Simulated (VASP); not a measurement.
# Ta (Im-3m) in VASP: a series of runs

The runs below take Ta through electric field gradients, with PBEsol.

Program: VASP 6.6.1. These are calculated values, not measurements. Logs are shortened: lines on timing, memory, paths and dates and some standing lists are left out, and cuts for length are marked.

## 1. The cell of the first run

Symmetry: Im-3m, No. 229, cubic system. Conventional cell: a = 3.303 Å, b = 3.303 Å, c = 3.303 Å, α = 90.00°, β = 90.00°, γ = 90.00°. Within 3.8 Å of Ta (site symmetry m-3m) lie 14 Ta at 2.86 to 3.30 Å.

## 2. Electric field gradients, PBEsol

INCAR

```
SYSTEM = Ta
PREC     = Accurate       ! precision mode
ENCUT    = 520            ! plane-wave cutoff, eV
EDIFF    = 1E-8           ! SCF threshold, eV
ISMEAR   = -1             ! smearing method
SIGMA    = 0.05           ! smearing width, eV
LREAL    = .False.        ! projectors in reciprocal space
LASPH    = .True.         ! aspherical terms in the spheres
NELM     = 100            ! most SCF steps
ALGO     = Normal         ! electronic algorithm
ISIF     = 2              ! what is computed and relaxed
LWAVE    = .False.        ! write WAVECAR
LCHARG   = .False.        ! write CHGCAR
GGA      = PS             ! functional
LEFG     = .True.       
NBANDS   = 54             ! bands
```

KPOINTS

```
Automatic mesh
0
Gamma
  3 3 3
  0 0 0
```

POSCAR

```
Ta
1.0
   -3.3025600000      3.3025600000      3.3025600000
    3.3025600000     -3.3025600000      3.3025600000
    3.3025600000      3.3025600000     -3.3025600000
Ta
8
Direct
    0.0000000000      0.0000000000      0.0000000000
    0.0000000000      0.0000000000      0.5000000000
    0.0000000000      0.5000000000      0.0000000000
    0.0000000000      0.5000000000      0.5000000000
    0.5000000000      0.0000000000      0.0000000000
    0.5000000000      0.0000000000      0.5000000000
    0.5000000000      0.5000000000      0.0000000000
    0.5000000000      0.5000000000      0.5000000000
```

Potentials or basis: VASP PAW PBE potentials, release 64 (Ta_pv).

Run with:

```bash
cat potpaw_PBE.64/Ta_pv/POTCAR > POTCAR
mpirun -np 1 vasp_std > vasp.out
```

OUTCAR:

```text
SYSTEM = Ta
   PREC = Accurate
   ENCUT = 520
   EDIFF = 1E-8
   ISMEAR = -1
   LREAL = .False.
   LASPH = .True.
   NELM = 100
   ISIF = 2
   GGA = PS

 ion  position               nearest neighbor table
   1  0.000  0.000  0.000-   2 2.86   3 2.86   5 2.86   8 2.86   2 2.86   3 2.86   5 2.86   8 2.86
                             7 3.30   4 3.30   4 3.30   6 3.30   7 3.30   6 3.30
   2  0.000  0.000  0.500-   1 2.86   4 2.86   6 2.86   7 2.86   1 2.86   4 2.86   6 2.86   7 2.86
                             5 3.30   3 3.30   8 3.30   5 3.30   8 3.30   3 3.30
   3  0.000  0.500  0.000-   1 2.86   4 2.86   6 2.86   7 2.86   4 2.86   1 2.86   7 2.86   6 2.86
                             5 3.30   2 3.30   8 3.30   8 3.30   5 3.30   2 3.30
   4  0.000  0.500  0.500-   2 2.86   3 2.86   5 2.86   8 2.86   3 2.86   2 2.86   8 2.86   5 2.86
                             7 3.30   1 3.30   1 3.30   7 3.30   6 3.30   6 3.30
   5  0.500  0.000  0.000-   1 2.86   4 2.86   6 2.86   7 2.86   6 2.86   7 2.86   1 2.86   4 2.86
                             2 3.30   8 3.30   8 3.30   2 3.30   3 3.30   3 3.30
   6  0.500  0.000  0.500-   2 2.86   3 2.86   5 2.86   8 2.86   5 2.86   8 2.86   2 2.86   3 2.86
                             7 3.30   7 3.30   4 3.30   1 3.30   4 3.30   1 3.30
   7  0.500  0.500  0.000-   2 2.86   3 2.86   5 2.86   8 2.86   8 2.86   5 2.86   3 2.86   2 2.86
                             6 3.30   6 3.30   4 3.30   4 3.30   1 3.30   1 3.30
   8  0.500  0.500  0.500-   1 2.86   4 2.86   6 2.86   7 2.86   7 2.86   6 2.86   4 2.86   1 2.86
                             3 3.30   5 3.30   2 3.30   3 3.30   2 3.30   5 3.30
[... 6 lines left out ...]
 A1 = (  -3.3025600000,   3.3025600000,   3.3025600000)
 A2 = (   3.3025600000,  -3.3025600000,   3.3025600000)
 A3 = (   3.3025600000,   3.3025600000,  -3.3025600000)

Analysis of symmetry for initial positions (statically):
=====================================================================
 Subroutine PRICEL returns following result:

  LATTYP: Found a body centered cubic cell.
 ALAT       =     3.3025600000

  Lattice vectors:

 A1 = (  -1.6512800000,   1.6512800000,   1.6512800000)
 A2 = (   1.6512800000,  -1.6512800000,   1.6512800000)
 A3 = (   1.6512800000,   1.6512800000,  -1.6512800000)

   8 primitive cells build up your supercell.

 Routine SETGRP: Setting up the symmetry group for a
 body centered cubic supercell.

 Subroutine GETGRP returns: Found 48 space group operations
 (whereof 48 operations were pure point group operations)
 out of a pool of 48 trial point group operations.

The static configuration has the point symmetry O_h .

Analysis of symmetry for dynamics (positions and initial velocities):
=====================================================================
 Subroutine PRICEL returns following result:

  LATTYP: Found a body centered cubic cell.
 ALAT       =     3.3025600000

  Lattice vectors:

 A1 = (  -1.6512800000,   1.6512800000,   1.6512800000)
 A2 = (   1.6512800000,  -1.6512800000,   1.6512800000)
 A3 = (   1.6512800000,   1.6512800000,  -1.6512800000)

   8 primitive cells build up your supercell.

 Routine SETGRP: Setting up the symmetry group for a
 body centered cubic supercell.

 Subroutine GETGRP returns: Found 48 space group operations
 (whereof 48 operations were pure point group operations)
 out of a pool of 48 trial point group operations.

The dynamic configuration has the point symmetry O_h .

 Subroutine INISYM returns: Found 48 space group operations
 (whereof 48 operations are pure point group operations),
 and found     8 'primitive' translations

----------------------------------------------------------------------------------------

                                     Primitive cell

  volume of cell :      18.0104

  direct lattice vectors                    reciprocal lattice vectors
    -1.651280000  1.651280000  1.651280000     0.000000000  0.302795407  0.302795407
     1.651280000 -1.651280000  1.651280000     0.302795407  0.000000000  0.302795407
     1.651280000  1.651280000 -1.651280000     0.302795407  0.302795407  0.000000000

  length of vectors
     2.860100858  2.860100858  2.860100858     0.428217371  0.428217371  0.428217371

  position of ions in fractional coordinates (direct lattice)
     0.000000000  0.000000000  0.000000000

  ion indices of the primitive-cell ions
   primitive index   ion index
                 1           1

----------------------------------------------------------------------------------------

 KPOINTS: Automatic mesh

[... 30 lines left out ...]
   total plane-waves  NPLWV = 110592
   dimension x,y,z NGX =    48 NGY =   48 NGZ =   48
   dimension x,y,z NGXF=    96 NGYF=   96 NGZF=   96
   ions per type =               8
   NGX,Y,Z   is equivalent  to a cutoff of  13.95, 13.95, 13.95 a.u.
   NGXF,Y,Z  is equivalent  to a cutoff of  27.90, 27.90, 27.90 a.u.
 SYSTEM =  Ta
   PREC   = accura    normal or accurate (medium, high low for compatibility)
   ISTART =      0    job   : 0-new  1-cont  2-samecut
   ICHARG =      2    charge: 1-file 2-atom 10-const
   ISPIN  =      1    spin polarized calculation?
   LNONCOLLINEAR =      F non collinear calculations
   LSORBIT =      F    spin-orbit coupling
   LASPH  =      T    aspherical Exc in radial PAW
   ENCUT  =  520.0 eV  38.22 Ry    6.18 a.u.  10.64 10.64 10.64*2*pi/ulx,y,z
   NELM   =    100;   NELMIN=  2; NELMDL= -5     # of ELM steps
   EDIFF  = 0.1E-07   stopping-criterion for ELM
   LREAL  =      F    real-space projection
   EDIFFG = 0.1E-06   stopping-criterion for IOM
   NSW    =      0    number of steps for IOM
   IBRION =     -1    ionic relax: 0-MD 1-quasi-New 2-CG
   NFREE  =      0    steps in history (QN), initial steepest desc. (CG)
   ISIF   =      2    stress and relaxation
   ISYM   =      2    0-nonsym 1-usesym 2-fastsym
   POTIM  = 0.5000    time-step for ionic-motion
   TEBEG  =    0.0;   TEEND  =   0.0 temperature during run
   PSTRESS=    0.0 pullay stress
   NELECT =      88.0000    total number of electrons
   NUPDOWN=      -1.0000    fix difference up-down
   EMIN   =  10.00;   EMAX   =-10.00  energy-range for DOS
   EFERMI =   0.00;   METHOD = LEGACY
   ISMEAR =    -1;   SIGMA  =   0.05  broadening in eV -4-tet -1-fermi 0-gaus
   EFERMI_NEDOS =   21; number of points for ismear=-14 and -15
   IALGO  =     38    algorithm
   IMIX   =      4    mixing-type and parameters
     AMIX     =   0.40;   BMIX     =  1.00
     AMIX_MAG =   1.60;   BMIX_MAG =  1.00
  volume/ion in A,a.u.               =      18.01       121.54
  Fermi-wavevector in a.u.,A,eV,Ry     =   1.388988  2.624806 26.249534  1.929286
  Thomas-Fermi vector in A             =   2.513061
   LORBIT       =      0    0 simple, 1 ext, 2 COOP (PROOUT), +10 PAW based schemes
   GGA     = PS    functional components
   LHFCALC =     F    Hartree Fock is set to
   AEXX    =    0.0000 exact exchange contribution
   IVDW    =     0    specifies the selected vdW correction
   LEPSILON=     F    determine dielectric tensor
   LRPA    =     F    only Hartree local field effects (RPA)
 non-spin polarized calculation
  energy-cutoff  :      520.00
  volume of cell :      144.08
 maximum number of plane-waves:      3925
 NGX is ok and might be reduce to    42
   NGX = 21   NGY = 21   NGZ = 21

 number of electron      88.0000016 magnetization

 Free energy of the ion-electron system (eV)
  ---------------------------------------------------
  ext. energy  EPLUGINS =         0.00000000
  ---------------------------------------------------
  free energy    TOTEN  =       -99.80530910 eV

  energy without entropy =      -99.57985184  energy(sigma->0) =      -99.69258047

 E-fermi :   5.2883     XC(G=0): -12.7324

 val. band max:        5.2689394198   @ k =   0.3333   0.0000   0.0000
 cond. band min:       5.3205546185   @ k =   0.3333   0.0000   0.0000
 fundamental gap:      0.0516151987
 Fermi energy:         5.2883164686

 k-point     1 :       0.0000    0.0000    0.0000
  band No.  band energies     occupation
      1     -28.9062      2.00000
      2     -28.9062      2.00000
      3     -28.9062      2.00000
      4     -28.9062      2.00000
      5     -28.9062      2.00000
      6     -28.9062      2.00000
[... 217 lines left out ...]
     53       7.3968      0.00000
     54       7.8816      0.00000

------------------------ aborting loop because EDIFF is reached ----------------------------------------

  FORCE on cell =-STRESS in cart. coord.  units (eV):
  Direction    XX          YY          ZZ          XY          YZ          ZX
  --------------------------------------------------------------------------------------
  -------------------------------------------------------------------------------------
  Total       -1.5257862     -1.5257862     -1.5257862      0.0000000     -0.0000000      0.0000000
  in kB      -16.9664947    -16.9664947    -16.9664947      0.0000000     -0.0000000      0.0000000
  external PRESSURE =     -16.9664947 kB  Pullay stress =       0.0000000 kB

 VOLUME and BASIS-vectors are now :
 -----------------------------------------------------------------------------
  energy-cutoff  :      520.00
  volume of cell :      144.08
      direct lattice vectors                 reciprocal lattice vectors
    -3.302560000  3.302560000  3.302560000     0.000000000  0.151397704  0.151397704
     3.302560000 -3.302560000  3.302560000     0.151397704  0.000000000  0.151397704
     3.302560000  3.302560000 -3.302560000     0.151397704  0.151397704  0.000000000

 POSITION                                       TOTAL-FORCE (eV/Angst)
 -----------------------------------------------------------------------------------
      0.00000      0.00000      0.00000         0.000000     -0.000000     -0.000000
      1.65128      1.65128     -1.65128         0.000000     -0.000000     -0.000000
      1.65128     -1.65128      1.65128        -0.000000      0.000000      0.000000
      3.30256      0.00000      0.00000        -0.000000      0.000000      0.000000
     -1.65128      1.65128      1.65128        -0.000000     -0.000000     -0.000000
      0.00000      3.30256      0.00000         0.000000     -0.000000      0.000000
      0.00000      0.00000      3.30256        -0.000000      0.000000      0.000000
      1.65128      1.65128      1.65128         0.000000     -0.000000     -0.000000
 -----------------------------------------------------------------------------------
    total drift:                                0.000000      0.000000     -0.000000

  FREE ENERGIE OF THE ION-ELECTRON SYSTEM (eV)
  ---------------------------------------------------
  free  energy   TOTEN  =       -99.8053090987 eV

  energy  without entropy=      -99.5798518431  energy(sigma->0) =      -99.69258047

 Electric field gradients (V/A^2)
---------------------------------------------------------------------
 ion       V_xx      V_yy      V_zz      V_xy      V_xz      V_yz
---------------------------------------------------------------------
   1       0.000    -0.000     0.000     0.000     0.000     0.000
   2       0.000    -0.000     0.000     0.000     0.000     0.000
   3       0.000    -0.000    -0.000     0.000     0.000     0.000
   4       0.000    -0.000    -0.000     0.000     0.000     0.000
   5       0.000    -0.000    -0.000     0.000     0.000     0.000
   6       0.000    -0.000     0.000     0.000     0.000     0.000
   7       0.000    -0.000     0.000     0.000     0.000     0.000
   8       0.000    -0.000     0.000     0.000     0.000     0.000
---------------------------------------------------------------------

 Electric field gradients after diagonalization (V/A^2)
 (convention: |V_zz| > |V_xx| > |V_yy|)
----------------------------------------------------------------------
 ion       V_xx      V_yy      V_zz     asymmetry (V_yy - V_xx)/ V_zz
----------------------------------------------------------------------
   1      -0.000    -0.000     0.000       0.000
   2      -0.000    -0.000     0.000       0.000
   3      -0.000    -0.000     0.000       0.000
   4      -0.000    -0.000     0.000       0.000
   5      -0.000    -0.000     0.000       0.000
   6      -0.000    -0.000     0.000       0.000
   7      -0.000    -0.000     0.000       0.000
   8      -0.000    -0.000     0.000       0.000
----------------------------------------------------------------------

           NMR quadrupolar parameters

 Cq : quadrupolar parameter    Cq=e*Q*V_zz/h
 eta: asymmetry parameters     (V_yy - V_xx)/ V_zz
 Q  : nuclear electric quadrupole moment in mb (millibarn)
----------------------------------------------------------------------
 ion       Cq(MHz)       eta       Q (mb)
----------------------------------------------------------------------
   1       0.000       0.000       1.000
   2       0.000       0.000       1.000
   3       0.000       0.000       1.000
   4       0.000       0.000       1.000
   5       0.000       0.000       1.000
   6       0.000       0.000       1.000
   7       0.000       0.000       1.000
   8       0.000       0.000       1.000
----------------------------------------------------------------------
```

It took 52 s on 1 thread of Intel Xeon 6975P-C, shared host; peak memory 0.31 GiB.

Results:

```yaml
Free_energy: -99.8053 eV
Pressure: -1.7 GPa
Band_gap_on_the_k_mesh: zero (band 44 reaches 6.93 eV, above the bottom of band 45 at 4.77 eV)
```

Caveat: the k points lie up to 0.45 Å⁻¹ apart; without QUAD_EFG the Cq values of the log hold for a quadrupole moment of 1 mb, not for the nuclei; the PAW data sets were made with another functional, which shifts forces and pressure a little; spin-orbit coupling is left out, which moves the levels of the heavy elements.

(Part 1 of 2 ends here.)
